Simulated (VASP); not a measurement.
GaN, 4 atoms in the cell. It takes space group P4/nmm (No. 129, tetragonal). The conventional cell has a = 3.758 Å, b = 3.758 Å, c = 3.786 Å, α = 90.00°, β = 90.00°, γ = 90.00°. Ga (site symmetry -4m2) has 4 N at 2.00 Å and 4 Ga at 2.66 Å within 2.7 Å. N (site symmetry 4mm) has 4 Ga at 2.00 Å within 2.7 Å. 

```yaml
Program: VASP 6.6.1
Task: single point
Functional: PBE
Potentials_or_basis: VASP PAW PBE potentials, release 64 (Ga_d, N)
Cutoff: 520 eV
k_mesh: 4 × 4 × 6
Occupations: gaussian, width 0.1 eV
Spin: no spin polarisation
Dipole_correction: no
Further_INCAR_settings: ALGO = Normal; EDIFF = 1e-07; NBANDS = 26
```

Potentials or basis: VASP PAW PBE potentials, release 64 (Ga_d, N).

Run with:

```sh
$ cat potpaw_PBE.64/Ga_d/POTCAR potpaw_PBE.64/N/POTCAR > POTCAR
$ mpirun -np 1 vasp_std > vasp.out
```

Hardware: 1 thread of Intel(R) Xeon(R) 6975P-C (Granite Rapids), with other jobs on the host.

Estimate the wall time of this run.

Wall time 19 s on 1 thread of Intel(R) Xeon(R) 6975P-C (Granite Rapids) (shared host), peak memory 0.16 GiB. Counts: scf iterations 15, k points 24.
